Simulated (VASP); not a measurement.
# TiN (Fm-3m) in VASP: further runs

TiN is run at these levels: PBEsol; tasks: electric field gradients.

All numbers are computed with VASP 6.6.1; they aren't measurements. Logs are shortened: lines on timing, memory, paths and dates and some standing lists are left out, and cuts for length are marked.

## 1. The cell of the first run

It takes space group Fm-3m (No. 225, cubic). Conventional cell: a = 4.230 Å, b = 4.230 Å, c = 4.230 Å, α = 90.00°, β = 90.00°, γ = 90.00°. Ti (site symmetry m-3m) has 6 N at 2.11 Å within 2.8 Å. Within 2.8 Å of N (site symmetry m-3m) lie 6 Ti at 2.11 Å.

## 2. Electric field gradients, PBEsol (volume scaled by 0.99)

Contents of INCAR:

```
PREC     = Accurate       # precision mode
ENCUT    = 520            # plane-wave cutoff, eV
EDIFF    = 1E-8           # SCF threshold, eV
ISMEAR   = -1             # smearing method
SIGMA    = 0.05           # smearing width, eV
LREAL    = F              # projectors in reciprocal space
LASPH    = T              # aspherical terms in the spheres
NELM     = 120            # most SCF steps
ALGO     = Normal         # electronic algorithm
ISIF     = 2              # what is computed and relaxed
LWAVE    = F              # write WAVECAR
LCHARG   = F              # write CHGCAR
GGA      = PS             # functional
LEFG     = T            
NBANDS   = 16             # bands
GGA_COMPAT= F
```

Contents of KPOINTS:

```
Automatic mesh
0
Gamma
  13 13 13
```

Contents of POSCAR:

```
TiN
1.0
    0.0000000000      2.1149029570      2.1149029570
    2.1149029570      0.0000000000      2.1149029570
    2.1149029570      2.1149029570      0.0000000000
Ti N
1 1
Direct
    0.0000000000      0.0000000000      0.0000000000
    0.5000000000      0.5000000000      0.5000000000
```

Potentials or basis: VASP PAW PBE potentials, release 64 (Ti_sv, N).

Started as:

```
$ cat potpaw_PBE.64/Ti_sv/POTCAR potpaw_PBE.64/N/POTCAR > POTCAR
$ mpirun -np 1 vasp_std > vasp.out
```

OUTCAR:

```text
PREC = Accurate
   ENCUT = 520
   EDIFF = 1E-8
   ISMEAR = -1
   LREAL = F
   LASPH = T
   NELM = 120
   ISIF = 2
   GGA = PS

 ion  position               nearest neighbor table
   1  0.000  0.000  0.000-   2 2.11   2 2.11   2 2.11   2 2.11   2 2.11   2 2.11
   2  0.500  0.500  0.500-   1 2.11   1 2.11   1 2.11   1 2.11   1 2.11   1 2.11

  LATTYP: Found a face centered cubic cell.
 ALAT       =     4.2298059140

  Lattice vectors:

 A1 = (   0.0000000000,   2.1149029570,   2.1149029570)
 A2 = (   2.1149029570,   0.0000000000,   2.1149029570)
 A3 = (   2.1149029570,   2.1149029570,   0.0000000000)

Analysis of symmetry for initial positions (statically):
=====================================================================
 Subroutine PRICEL returns:
 Original cell was already a primitive cell.

 Routine SETGRP: Setting up the symmetry group for a
 face centered cubic supercell.

 Subroutine GETGRP returns: Found 48 space group operations
 (whereof 48 operations were pure point group operations)
 out of a pool of 48 trial point group operations.

The static configuration has the point symmetry O_h .

Analysis of symmetry for dynamics (positions and initial velocities):
=====================================================================
 Subroutine PRICEL returns:
 Original cell was already a primitive cell.

 Routine SETGRP: Setting up the symmetry group for a
 face centered cubic supercell.

 Subroutine GETGRP returns: Found 48 space group operations
 (whereof 48 operations were pure point group operations)
 out of a pool of 48 trial point group operations.

The dynamic configuration has the point symmetry O_h .

 Subroutine INISYM returns: Found 48 space group operations
 (whereof 48 operations are pure point group operations),
 and found     1 'primitive' translations

----------------------------------------------------------------------------------------

                                     Primitive cell

  volume of cell :      18.9191

  direct lattice vectors                    reciprocal lattice vectors
     0.000000000  2.114902957  2.114902957    -0.236417467  0.236417467  0.236417467
     2.114902957  0.000000000  2.114902957     0.236417467 -0.236417467  0.236417467
     2.114902957  2.114902957  0.000000000     0.236417467  0.236417467 -0.236417467

  length of vectors
     2.990924445  2.990924445  2.990924445     0.409487065  0.409487065  0.409487065

  position of ions in fractional coordinates (direct lattice)
     0.000000000  0.000000000  0.000000000
     0.500000000  0.500000000  0.500000000

  ion indices of the primitive-cell ions
   primitive index   ion index
                 1           1
                 2           2

----------------------------------------------------------------------------------------

 KPOINTS: Automatic mesh

Automatic generation of k-mesh.
 Grid dimensions read from file:
 generate k-points for:   13   13   13

 Generating k-lattice:

  Cartesian coordinates                     Fractional coordinates (reciprocal lattice)
    -0.018185959  0.018185959  0.018185959     0.076923077  0.000000000  0.000000000
     0.018185959 -0.018185959  0.018185959     0.000000000  0.076923077  0.000000000
     0.018185959  0.018185959 -0.018185959     0.000000000  0.000000000  0.076923077

  Length of vectors
     0.031499005  0.031499005  0.031499005

  Shift w.r.t. Gamma in fractional coordinates (k-lattice)
     0.000000000  0.000000000  0.000000000

 Subroutine IBZKPT returns following result:
 ===========================================

 Found     84 irreducible k-points:

 Following reciprocal coordinates:
            Coordinates               Weight
  0.000000  0.000000  0.000000      1.000000
  0.076923  0.000000  0.000000      8.000000
  0.153846  0.000000  0.000000      8.000000
  0.230769  0.000000  0.000000      8.000000
  0.307692  0.000000  0.000000      8.000000
  0.384615  0.000000  0.000000      8.000000
[... 16 lines left out ...]
  0.384615  0.153846  0.000000     24.000000
  0.461538  0.153846  0.000000     24.000000
 [... further k-points ...]
   k-points           NKPTS =     84   k-points in BZ     NKDIM =     84   number of bands    NBANDS=     16
   number of dos      NEDOS =    301   number of ions     NIONS =      2
   total plane-waves  NPLWV =  13824
   dimension x,y,z NGX =    24 NGY =   24 NGZ =   24
   dimension x,y,z NGXF=    48 NGYF=   48 NGZF=   48
   ions per type =               1   1
   NGX,Y,Z   is equivalent  to a cutoff of  13.34, 13.34, 13.34 a.u.
   NGXF,Y,Z  is equivalent  to a cutoff of  26.68, 26.68, 26.68 a.u.
 SYSTEM =  unknown system
   PREC   = accura    normal or accurate (medium, high low for compatibility)
   ISTART =      0    job   : 0-new  1-cont  2-samecut
   ICHARG =      2    charge: 1-file 2-atom 10-const
   ISPIN  =      1    spin polarized calculation?
   LNONCOLLINEAR =      F non collinear calculations
   LSORBIT =      F    spin-orbit coupling
   LASPH  =      T    aspherical Exc in radial PAW
   ENCUT  =  520.0 eV  38.22 Ry    6.18 a.u.   5.56  5.56  5.56*2*pi/ulx,y,z
   NELM   =    120;   NELMIN=  2; NELMDL= -5     # of ELM steps
   EDIFF  = 0.1E-07   stopping-criterion for ELM
   LREAL  =      F    real-space projection
   EDIFFG = 0.1E-06   stopping-criterion for IOM
   NSW    =      0    number of steps for IOM
   IBRION =     -1    ionic relax: 0-MD 1-quasi-New 2-CG
   NFREE  =      0    steps in history (QN), initial steepest desc. (CG)
   ISIF   =      2    stress and relaxation
   ISYM   =      2    0-nonsym 1-usesym 2-fastsym
   POTIM  = 0.5000    time-step for ionic-motion
   TEBEG  =    0.0;   TEEND  =   0.0 temperature during run
   PSTRESS=    0.0 pullay stress
   NELECT =      17.0000    total number of electrons
   NUPDOWN=      -1.0000    fix difference up-down
   EMIN   =  10.00;   EMAX   =-10.00  energy-range for DOS
   EFERMI =   0.00;   METHOD = LEGACY
   ISMEAR =    -1;   SIGMA  =   0.05  broadening in eV -4-tet -1-fermi 0-gaus
   EFERMI_NEDOS =   21; number of points for ismear=-14 and -15
   IALGO  =     38    algorithm
   IMIX   =      4    mixing-type and parameters
     AMIX     =   0.40;   BMIX     =  1.00
     AMIX_MAG =   1.60;   BMIX_MAG =  1.00
  volume/ion in A,a.u.               =       9.46        63.84
  Fermi-wavevector in a.u.,A,eV,Ry     =   1.579758  2.985311 33.955201  2.495637
  Thomas-Fermi vector in A             =   2.680089
   LORBIT       =      0    0 simple, 1 ext, 2 COOP (PROOUT), +10 PAW based schemes
   GGA     = PS    functional components
   LHFCALC =     F    Hartree Fock is set to
   AEXX    =    0.0000 exact exchange contribution
   IVDW    =     0    specifies the selected vdW correction
   LEPSILON=     F    determine dielectric tensor
   LRPA    =     F    only Hartree local field effects (RPA)
 non-spin polarized calculation
  energy-cutoff  :      520.00
  volume of cell :       18.92
 maximum number of plane-waves:       532
   NGX = 11   NGY = 11   NGZ = 11

 number of electron      17.0000001 magnetization

 Free energy of the ion-electron system (eV)
  ---------------------------------------------------
  ext. energy  EPLUGINS =         0.00000000
  ---------------------------------------------------
  free energy    TOTEN  =       -20.78103385 eV

  energy without entropy =      -20.77426069  energy(sigma->0) =      -20.77764727

 E-fermi :  11.4547     XC(G=0): -13.2691

 val. band max:       11.3612471533   @ k =  -0.0769   0.0769   0.0000
 cond. band min:      11.4698527399   @ k =  -0.1538   0.1538   0.0000
 fundamental gap:      0.1086055866
 Fermi energy:        11.4546851857

 k-point     1 :       0.0000    0.0000    0.0000
  band No.  band energies     occupation
      1     -46.1699      2.00000
      2     -22.2433      2.00000
      3     -22.2433      2.00000
      4     -22.2433      2.00000
      5      -5.6686      2.00000
      6       9.3940      2.00000
[... 8 lines left out ...]
     15      24.5061      0.00000
     16      31.2598      0.00000
[... 419 lines left out ...]
 k-point    24 :       0.4615    0.1538    0.0000
  band No.  band energies     occupation
      1     -46.0640      2.00000
      2     -22.8261      2.00000
      3     -22.3726      2.00000
      4     -22.3398      2.00000
      5      -3.5245      2.00000
      6       4.0777      2.00000
[... 8 lines left out ...]
     15      24.6030      0.00000
     16      25.7614      0.00000

 [... further k-points ...]

------------------------ aborting loop because EDIFF is reached ----------------------------------------

  FORCE on cell =-STRESS in cart. coord.  units (eV):
  Direction    XX          YY          ZZ          XY          YZ          ZX
  --------------------------------------------------------------------------------------
  -------------------------------------------------------------------------------------
  Total       -0.5722396     -0.5722396     -0.5722396     -0.0000000      0.0000000      0.0000000
  in kB      -48.4604213    -48.4604213    -48.4604213     -0.0000000      0.0000000      0.0000000
  external PRESSURE =     -48.4604213 kB  Pullay stress =       0.0000000 kB

 VOLUME and BASIS-vectors are now :
 -----------------------------------------------------------------------------
  energy-cutoff  :      520.00
  volume of cell :       18.92
      direct lattice vectors                 reciprocal lattice vectors
     0.000000000  2.114902957  2.114902957    -0.236417467  0.236417467  0.236417467
     2.114902957  0.000000000  2.114902957     0.236417467 -0.236417467  0.236417467
     2.114902957  2.114902957  0.000000000     0.236417467  0.236417467 -0.236417467

 POSITION                                       TOTAL-FORCE (eV/Angst)
 -----------------------------------------------------------------------------------
      0.00000      0.00000      0.00000         0.000000      0.000000      0.000000
      2.11490      2.11490      2.11490         0.000000     -0.000000      0.000000
 -----------------------------------------------------------------------------------
    total drift:                                0.000000     -0.000000     -0.000000

  FREE ENERGIE OF THE ION-ELECTRON SYSTEM (eV)
  ---------------------------------------------------
  free  energy   TOTEN  =       -20.7810338546 eV

  energy  without entropy=      -20.7742606886  energy(sigma->0) =      -20.77764727

 Electric field gradients (V/A^2)
---------------------------------------------------------------------
 ion       V_xx      V_yy      V_zz      V_xy      V_xz      V_yz
---------------------------------------------------------------------
   1      -0.000     0.000    -0.000     0.001     0.001     0.001
   2      -0.000    -0.000    -0.000    -0.001    -0.001    -0.001
---------------------------------------------------------------------

 Electric field gradients after diagonalization (V/A^2)
 (convention: |V_zz| > |V_xx| > |V_yy|)
----------------------------------------------------------------------
 ion       V_xx      V_yy      V_zz     asymmetry (V_yy - V_xx)/ V_zz
----------------------------------------------------------------------
   1      -0.001    -0.001     0.002       0.000
   2       0.001     0.001    -0.001       0.000
----------------------------------------------------------------------

           NMR quadrupolar parameters

 Cq : quadrupolar parameter    Cq=e*Q*V_zz/h
 eta: asymmetry parameters     (V_yy - V_xx)/ V_zz
 Q  : nuclear electric quadrupole moment in mb (millibarn)
----------------------------------------------------------------------
 ion       Cq(MHz)       eta       Q (mb)
----------------------------------------------------------------------
   1       0.000       0.000       1.000
   2      -0.000       0.000       1.000
----------------------------------------------------------------------
```

Wall time 26 s (1 thread of Intel Xeon Platinum 8488C (Sapphire Rapids), shared host); peak memory 0.15 GiB.

Results:

| Property | Result |
| --- | --- |
| Free energy | -20.7810 eV |
| Pressure | -4.8 GPa |

Caveat: without QUAD_EFG the Cq values of the log hold for a quadrupole moment of 1 mb, not for the nuclei; the PAW data sets were made with another functional, which shifts forces and pressure a little.

## 3. Electric field gradients, PBEsol (volume scaled by 1.01)

Contents of INCAR:

```
SYSTEM = TiN
ALGO     = Normal         ! electronic algorithm
EDIFF    = 1E-8           ! SCF threshold, eV
ENCUT    = 520            ! plane-wave cutoff, eV
GGA      = PS             ! functional
GGA_COMPAT= .False.      
ISIF     = 2              ! what is computed and relaxed
ISMEAR   = -1             ! smearing method
LASPH    = .True.         ! aspherical terms in the spheres
LCHARG   = .False.        ! write CHGCAR
LEFG     = .True.       
LREAL    = .False.        ! projectors in reciprocal space
LWAVE    = .False.        ! write WAVECAR
NBANDS   = 16             ! bands
NELM     = 120            ! most SCF steps
PREC     = Accurate       ! precision mode
SIGMA    = 0.05           ! smearing width, eV
```

Contents of KPOINTS:

```
k-points
0
Gamma
  13 13 13
  0 0 0
```

Contents of POSCAR:

```
TiN
1.0
    0.0000000000      2.1290498857      2.1290498857
    2.1290498857      0.0000000000      2.1290498857
    2.1290498857      2.1290498857      0.0000000000
Ti N
1 1
Direct
    0.0000000000      0.0000000000      0.0000000000
    0.5000000000      0.5000000000      0.5000000000
```

Potentials or basis: VASP PAW PBE potentials, release 64 (Ti_sv, N).

Started as:

```
$ cat potpaw_PBE.64/Ti_sv/POTCAR potpaw_PBE.64/N/POTCAR > POTCAR
$ mpirun -np 1 vasp_std > vasp.out
```

OUTCAR:

```text
SYSTEM = TiN
   EDIFF = 1E-8
   ENCUT = 520
   GGA = PS
   ISIF = 2
   ISMEAR = -1
   LASPH = .True.
   LREAL = .False.
   NELM = 120
   PREC = Accurate

 ion  position               nearest neighbor table
   1  0.000  0.000  0.000-   2 2.13   2 2.13   2 2.13   2 2.13   2 2.13   2 2.13
   2  0.500  0.500  0.500-   1 2.13   1 2.13   1 2.13   1 2.13   1 2.13   1 2.13

  LATTYP: Found a face centered cubic cell.
 ALAT       =     4.2580997714

  Lattice vectors:

 A1 = (   0.0000000000,   2.1290498857,   2.1290498857)
[... 668 lines left out ...]
  ---------------------------------------------------
  free  energy   TOTEN  =       -20.7633653234 eV

  energy  without entropy=      -20.7564161695  energy(sigma->0) =      -20.75989075

 Electric field gradients (V/A^2)
---------------------------------------------------------------------
 ion       V_xx      V_yy      V_zz      V_xy      V_xz      V_yz
---------------------------------------------------------------------
   1      -0.000    -0.000    -0.000     0.001     0.001     0.001
   2      -0.000    -0.000    -0.000    -0.001    -0.001    -0.001
---------------------------------------------------------------------

 Electric field gradients after diagonalization (V/A^2)
 (convention: |V_zz| > |V_xx| > |V_yy|)
----------------------------------------------------------------------
 ion       V_xx      V_yy      V_zz     asymmetry (V_yy - V_xx)/ V_zz
----------------------------------------------------------------------
   1      -0.001    -0.001     0.002       0.000
   2       0.001     0.001    -0.001       0.000
----------------------------------------------------------------------

           NMR quadrupolar parameters

 Cq : quadrupolar parameter    Cq=e*Q*V_zz/h
 eta: asymmetry parameters     (V_yy - V_xx)/ V_zz
 Q  : nuclear electric quadrupole moment in mb (millibarn)
----------------------------------------------------------------------
 ion       Cq(MHz)       eta       Q (mb)
----------------------------------------------------------------------
   1       0.000       0.000       1.000
   2      -0.000       0.000       1.000
----------------------------------------------------------------------
```

OSZICAR:

```text
N       E                     dE             d eps       ncg     rms          rms(c)
DAV:   1     0.135607501777E+03    0.13561E+03   -0.83285E+03  2688   0.126E+03
DAV:   2    -0.174054867399E+02   -0.15301E+03   -0.14330E+03  2968   0.351E+02
DAV:   3    -0.255678578755E+02   -0.81624E+01   -0.80941E+01  3456   0.832E+01
DAV:   4    -0.257512889707E+02   -0.18343E+00   -0.18327E+00  3272   0.119E+01
DAV:   5    -0.257548057359E+02   -0.35168E-02   -0.35167E-02  3200   0.151E+00    0.181E+01
DAV:   6    -0.211748929014E+02    0.45799E+01   -0.12533E+01  3512   0.529E+01    0.685E+00
DAV:   7    -0.208156312271E+02    0.35926E+00   -0.15685E+00  3240   0.155E+01    0.485E+00
DAV:   8    -0.210589721947E+02   -0.24334E+00   -0.12051E+00  3512   0.159E+01    0.641E+00
DAV:   9    -0.207701229207E+02    0.28885E+00   -0.43409E-01  3008   0.101E+01    0.128E+00
DAV:  10    -0.207655867025E+02    0.45362E-02   -0.42063E-02  3232   0.230E+00    0.404E-01
DAV:  11    -0.207634820601E+02    0.21046E-02   -0.50910E-03  3056   0.618E-01    0.182E-01
DAV:  12    -0.207634275971E+02    0.54463E-04   -0.35711E-04  3320   0.184E-01    0.844E-02
DAV:  13    -0.207633730623E+02    0.54535E-04   -0.20748E-04  3352   0.219E-01    0.184E-02
DAV:  14    -0.207633654230E+02    0.76393E-05   -0.13739E-05  3200   0.503E-02    0.762E-03
DAV:  15    -0.207633654137E+02    0.93803E-08   -0.19266E-06  3304   0.110E-02    0.651E-03
DAV:  16    -0.207633653170E+02    0.96685E-07   -0.25051E-07  3512   0.635E-03    0.907E-04
DAV:  17    -0.207633653234E+02   -0.64435E-08   -0.10472E-08  2536   0.104E-03
   1 F= -.20763365E+02 E0= -.20759891E+02  d E =-.694915E-02
```

It took 26 s on 1 thread of Intel Xeon Platinum 8488C (Sapphire Rapids), shared host; peak memory 0.15 GiB.

What came out:

```yaml
Free_energy: -20.7634 eV
Pressure: -10.2 GPa
```

Caveat: without QUAD_EFG the Cq values of the log hold for a quadrupole moment of 1 mb, not for the nuclei; the PAW data sets were made with another functional, which shifts forces and pressure a little.

[end of part 1 of 2]
